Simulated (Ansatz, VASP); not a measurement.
**Cu in VASP and in Ansatz**

```
Cu
1.0
    -1.47539    1.47539    1.37943
     1.47539   -1.47539    1.37943
     1.47539    1.47539   -1.37943
Cu
1
Direct
  0.00000 0.00000 0.00000
```

Alike in both runs: functional PBE; k mesh 20 × 20 × 20; occupations gaussian, width 0.1 eV; no spin polarisation.

Ansatz relaxed the structure, and its values are those at the end. VASP's run is a single point on that final structure, the one shown.

|  | VASP | Ansatz |
| --- | --- | --- |
| version | VASP 6.6.1 | Ansatz 0.2.0 |
| potentials or method | VASP PAW PBE potentials, release 64 (Cu), cutoff 520 eV | scalar-relativistic, plane waves, PAW |
| valence electrons in the cell | 11 | 19 |

Ansatz gave:

| Property | Result |
| --- | --- |
| gap on the k mesh at the Fermi level (eV) | none |
| pressure (GPa) | 0.0 |

Problem. Estimate VASP's values.

Solution. gap on the k mesh at the Fermi level (eV): none; pressure (GPa): 0.7.

A gap of «none» marks a metal or a gap that the smearing closes. VASP's potentials hold 11 valence electrons a cell and Ansatz's 19, so a difference there can come from the potentials and not from the codes.
